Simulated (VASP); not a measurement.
# BaF2 (Frankdicksonite) (Fm-3m) in VASP: a series of runs

Runs on BaF2 (Frankdicksonite). Level: PBE. Tasks: single point.

Program: VASP 6.6.1. These are calculated values, not measurements. Logs are shortened: lines on timing, memory, paths and dates and some standing lists are left out, and cuts for length are marked.

**1. The cell of the first run**

Symmetry: Fm-3m, No. 225, cubic system. The conventional cell has a = 6.308 Å, b = 6.308 Å, c = 6.308 Å, α = 90.00°, β = 90.00°, γ = 90.00°. Ba (site symmetry m-3m) has 8 F at 2.73 Å within 3.6 Å. F (site symmetry -43m) has 4 Ba at 2.73 Å and 6 F at 3.15 Å within 3.6 Å.

**2. Single point, PBE**

INCAR reads:

```
SYSTEM = BaF2
  ALGO = Normal
  EDIFF = 1E-6
  ENCUT = 600
  GGA = PE
  GGA_COMPAT = .False.
  ISIF = 2
  ISMEAR = -1
  LASPH = .True.
  LCHARG = .True.
  LELF = .True.
  LREAL = .False.
  LVHAR = .True.
  LWAVE = .False.
  NBANDS = 19
  NELM = 120
  PREC = Accurate
  SIGMA = 0.05
```

KPOINTS reads:

```
k-points
0
Gamma
  6 6 6
  0 0 0
```

POSCAR reads:

```
BaF2
1.0
    0.0000000000      3.1542102679      3.1542102679
    3.1542102679      0.0000000000      3.1542102679
    3.1542102679      3.1542102679      0.0000000000
Ba F
1 2
Direct
    0.0000000000      0.0000000000      0.0000000000
    0.2500000000      0.2500000000      0.2500000000
    0.7500000000      0.7500000000      0.7500000000
```

Potentials or basis: VASP PAW PBE potentials, release 64 (Ba_sv, F).

Launch:

```sh
$ cat potpaw_PBE.64/Ba_sv/POTCAR potpaw_PBE.64/F/POTCAR > POTCAR
$ mpirun -np 1 vasp_std > vasp.out
```

OUTCAR:

```text
SYSTEM = BaF2
   EDIFF = 1E-6
   ENCUT = 600
   GGA = PE
   ISIF = 2
   ISMEAR = -1
   LASPH = .True.
   LREAL = .False.
   NELM = 120
   PREC = Accurate

 ion  position               nearest neighbor table
   1  0.000  0.000  0.000-   3 2.73   3 2.73   3 2.73   2 2.73   3 2.73   2 2.73   2 2.73   2 2.73

   2  0.250  0.250  0.250-   1 2.73   1 2.73   1 2.73   1 2.73
   3  0.750  0.750  0.750-   1 2.73   1 2.73   1 2.73   1 2.73

  LATTYP: Found a face centered cubic cell.
 ALAT       =     6.3084205358

  Lattice vectors:

 A1 = (   0.0000000000,   3.1542102679,   3.1542102679)
 A2 = (   3.1542102679,   0.0000000000,   3.1542102679)
 A3 = (   3.1542102679,   3.1542102679,   0.0000000000)

Analysis of symmetry for initial positions (statically):
=====================================================================
 Subroutine PRICEL returns:
 Original cell was already a primitive cell.

 Routine SETGRP: Setting up the symmetry group for a
 face centered cubic supercell.

 Subroutine GETGRP returns: Found 48 space group operations
 (whereof 48 operations were pure point group operations)
 out of a pool of 48 trial point group operations.

The static configuration has the point symmetry O_h .

Analysis of symmetry for dynamics (positions and initial velocities):
=====================================================================
 Subroutine PRICEL returns:
 Original cell was already a primitive cell.

 Routine SETGRP: Setting up the symmetry group for a
 face centered cubic supercell.

 Subroutine GETGRP returns: Found 48 space group operations
 (whereof 48 operations were pure point group operations)
 out of a pool of 48 trial point group operations.

The dynamic configuration has the point symmetry O_h .

 Subroutine INISYM returns: Found 48 space group operations
 (whereof 48 operations are pure point group operations),
 and found     1 'primitive' translations

----------------------------------------------------------------------------------------

                                     Primitive cell

  volume of cell :      62.7627

  direct lattice vectors                    reciprocal lattice vectors
     0.000000000  3.154210268  3.154210268    -0.158518284  0.158518284  0.158518284
     3.154210268  0.000000000  3.154210268     0.158518284 -0.158518284  0.158518284
     3.154210268  3.154210268  0.000000000     0.158518284  0.158518284 -0.158518284

  length of vectors
[... 73 lines left out ...]
   ENCUT  =  600.0 eV  44.10 Ry    6.64 a.u.   8.91  8.91  8.91*2*pi/ulx,y,z
   NELM   =    120;   NELMIN=  2; NELMDL= -5     # of ELM steps
   EDIFF  = 0.1E-05   stopping-criterion for ELM
   LREAL  =      F    real-space projection
   EDIFFG = 0.1E-04   stopping-criterion for IOM
   NSW    =      0    number of steps for IOM
   IBRION =     -1    ionic relax: 0-MD 1-quasi-New 2-CG
   NFREE  =      0    steps in history (QN), initial steepest desc. (CG)
   ISIF   =      2    stress and relaxation
   ISYM   =      2    0-nonsym 1-usesym 2-fastsym
   POTIM  = 0.5000    time-step for ionic-motion
   TEBEG  =    0.0;   TEEND  =   0.0 temperature during run
   PSTRESS=    0.0 pullay stress
   NELECT =      24.0000    total number of electrons
   NUPDOWN=      -1.0000    fix difference up-down
   EMIN   =  10.00;   EMAX   =-10.00  energy-range for DOS
   EFERMI =   0.00;   METHOD = LEGACY
   ISMEAR =    -1;   SIGMA  =   0.05  broadening in eV -4-tet -1-fermi 0-gaus
   EFERMI_NEDOS =   21; number of points for ismear=-14 and -15
   IALGO  =     38    algorithm
   IMIX   =      4    mixing-type and parameters
     AMIX     =   0.40;   BMIX     =  1.00
     AMIX_MAG =   1.60;   BMIX_MAG =  1.00
  volume/ion in A,a.u.               =      20.92       141.18
  Fermi-wavevector in a.u.,A,eV,Ry     =   1.188259  2.245485 19.210889  1.411960
  Thomas-Fermi vector in A             =   2.324393
   LORBIT       =      0    0 simple, 1 ext, 2 COOP (PROOUT), +10 PAW based schemes
   GGA     = PE    functional components
   LHFCALC =     F    Hartree Fock is set to
   AEXX    =    0.0000 exact exchange contribution
   IVDW    =     0    specifies the selected vdW correction
   LEPSILON=     F    determine dielectric tensor
   LRPA    =     F    only Hartree local field effects (RPA)
 non-spin polarized calculation
  energy-cutoff  :      600.00
  volume of cell :       62.76
 maximum number of plane-waves:      2121
   NGX = 17   NGY = 17   NGZ = 17

 number of electron      24.0000019 magnetization

 Free energy of the ion-electron system (eV)
  ---------------------------------------------------
  ext. energy  EPLUGINS =         0.00000000
  ---------------------------------------------------
  free energy    TOTEN  =       -17.13234054 eV

  energy without entropy =      -17.13234054  energy(sigma->0) =      -17.13234054

 E-fermi :  -1.0070     XC(G=0):  -8.4653

 val. band max:       -2.2790732625   @ k =  -0.1667   0.1667   0.0000
 cond. band min:       4.2639158081   @ k =   0.0000   0.0000   0.0000
 fundamental gap:      6.5429890707
 Fermi energy:        -1.0070476013

 k-point     1 :       0.0000    0.0000    0.0000
  band No.  band energies     occupation
      1     -25.5237      2.00000
      2     -21.1385      2.00000
      3     -21.1296      2.00000
      4     -10.4247      2.00000
      5     -10.4247      2.00000
      6     -10.4247      2.00000
[... 329 lines left out ...]
      6     -10.4122      2.00000
[... 11 lines left out ...]
     18      11.6429      0.00000
     19      11.8229      0.00000

------------------------ aborting loop because EDIFF is reached ----------------------------------------

  FORCE on cell =-STRESS in cart. coord.  units (eV):
  Direction    XX          YY          ZZ          XY          YZ          ZX
  --------------------------------------------------------------------------------------
  -------------------------------------------------------------------------------------
  Total       -0.2822103     -0.2822103     -0.2822103      0.0000000     -0.0000000      0.0000000
  in kB       -7.2041295     -7.2041295     -7.2041295      0.0000000     -0.0000000      0.0000000
  external PRESSURE =      -7.2041295 kB  Pullay stress =       0.0000000 kB

 VOLUME and BASIS-vectors are now :
 -----------------------------------------------------------------------------
  energy-cutoff  :      600.00
  volume of cell :       62.76
      direct lattice vectors                 reciprocal lattice vectors
     0.000000000  3.154210268  3.154210268    -0.158518284  0.158518284  0.158518284
     3.154210268  0.000000000  3.154210268     0.158518284 -0.158518284  0.158518284
     3.154210268  3.154210268  0.000000000     0.158518284  0.158518284 -0.158518284

 POSITION                                       TOTAL-FORCE (eV/Angst)
 -----------------------------------------------------------------------------------
      0.00000      0.00000      0.00000         0.000000      0.000000     -0.000000
      1.57711      1.57711      1.57711        -0.000000      0.000000      0.000000
      4.73132      4.73132      4.73132         0.000000     -0.000000     -0.000000
 -----------------------------------------------------------------------------------
    total drift:                                0.000000      0.000000      0.000000

  FREE ENERGIE OF THE ION-ELECTRON SYSTEM (eV)
  ---------------------------------------------------
  free  energy   TOTEN  =       -17.1323405429 eV

  energy  without entropy=      -17.1323405429  energy(sigma->0) =      -17.13234054
```

OSZICAR:

```text
N       E                     dE             d eps       ncg     rms          rms(c)
DAV:   1     0.159564510404E+03    0.15956E+03   -0.14051E+04   608   0.131E+03
DAV:   2    -0.105952616757E+02   -0.17016E+03   -0.16506E+03   720   0.271E+02
DAV:   3    -0.187805902482E+02   -0.81853E+01   -0.81517E+01   761   0.613E+01
DAV:   4    -0.189245917593E+02   -0.14400E+00   -0.14381E+00   712   0.716E+00
DAV:   5    -0.189276930477E+02   -0.31013E-02   -0.31011E-02   725   0.894E-01    0.836E+00
DAV:   6    -0.171199727414E+02    0.18077E+01   -0.78714E+00   632   0.206E+01    0.399E+00
DAV:   7    -0.171050950937E+02    0.14878E-01   -0.25155E-01   658   0.392E+00    0.206E+00
DAV:   8    -0.171223485369E+02   -0.17253E-01   -0.65824E-02   636   0.277E+00    0.277E-01
DAV:   9    -0.171290848431E+02   -0.67363E-02   -0.88427E-03   661   0.666E-01    0.141E-01
DAV:  10    -0.171323192939E+02   -0.32345E-02   -0.31589E-03   640   0.368E-01    0.344E-02
DAV:  11    -0.171323122271E+02    0.70668E-05   -0.84607E-05   695   0.718E-02    0.168E-02
DAV:  12    -0.171323401752E+02   -0.27948E-04   -0.36019E-05   641   0.419E-02    0.363E-03
DAV:  13    -0.171323405429E+02   -0.36771E-06   -0.49588E-07   608   0.528E-03
   1 F= -.17132341E+02 E0= -.17132341E+02  d E =-.917724E-11
```

Wall time 40 s (1 thread of AMD EPYC 7R13 (Zen 3), shared host); peak memory 0.17 GiB.

Results:

| Item | Value |
| --- | --- |
| Free energy | -17.1323 eV |
| Pressure | -0.7 GPa |
| Band gap on the k mesh | 6.54 eV, indirect (least direct gap 6.59 eV) |

Levels at points of the mesh, in eV from the valence-band top:
```csv
k point,band 9,band 10,band 11,band 12,band 13,band 14,band 15,band 16
"(0.00, 0.00, 0.00)",-1.34,-0.05,-0.05,-0.05,6.54,8.99,8.99,10.98
"(0.50, 0.00, 0.00)",-0.60,-0.34,-0.16,-0.16,8.80,8.97,8.97,9.58
"(0.50, 0.50, 0.00)",-0.35,-0.29,-0.29,-0.08,7.15,8.74,10.35,11.54
```

Caveat: spin-orbit coupling is left out, which moves the levels of the heavy elements. PBE gaps usually lie below the measured ones, often by a third to a half.

**3. Single point, PBE**

This run uses another cell than the first one, of 21.45 Å³/atom, 1.025 times its volume.

INCAR reads:

```
SYSTEM = BaF2
PREC = Accurate
ENCUT = 600
EDIFF = 1E-6
ISMEAR = -1
SIGMA = 0.05
LREAL = .False.
LASPH = .True.
NELM = 120
ALGO = Normal
ISIF = 2
LWAVE = .False.
LCHARG = .False.
GGA = PE
NBANDS = 19
GGA_COMPAT = .False.
```

KPOINTS reads:

```
Automatic mesh
0
Gamma
  6 6 6
  0 0 0
```

POSCAR reads:

```
BaF2
1.0
    0.0000000000      3.1806065601      3.1806065601
    3.1806065601      0.0000000000      3.1806065601
    3.1806065601      3.1806065601      0.0000000000
Ba F
1 2
Direct
    0.0000000000      0.0000000000      0.0000000000
    0.2500000000      0.2500000000      0.2500000000
    0.7500000000      0.7500000000      0.7500000000
```

Potentials or basis: VASP PAW PBE potentials, release 64 (Ba_sv, F).

Launch:

```sh
$ cat potpaw_PBE.64/Ba_sv/POTCAR potpaw_PBE.64/F/POTCAR > POTCAR
$ mpirun -np 1 vasp_std > vasp.out
```

Wall time 29 s (1 thread of AMD EPYC 7R13 (Zen 3), shared host); peak memory 0.17 GiB.

The run converged. Its results:

```
Free energy            : -17.1218 eV
Pressure               : -1.9 GPa
Band gap on the k mesh : 6.43 eV, indirect (least direct gap 6.47 eV)
```

Levels at points of the mesh, in eV from the valence-band top:
| k point | band 10 | band 11 | band 12 | band 13 | band 14 | band 15 |
| --- | --- | --- | --- | --- | --- | --- |
| (0.00, 0.00, 0.00) | -0.04 | -0.04 | -0.04 | 6.43 | 8.89 | 8.89 |
| (0.50, 0.00, 0.00) | -0.34 | -0.16 | -0.16 | 8.65 | 8.86 | 8.86 |
| (0.50, 0.50, 0.00) | -0.27 | -0.27 | -0.06 | 7.09 | 8.61 | 10.20 |

Caveat: spin-orbit coupling is left out, which moves the levels of the heavy elements. A k mesh can miss the band edges.
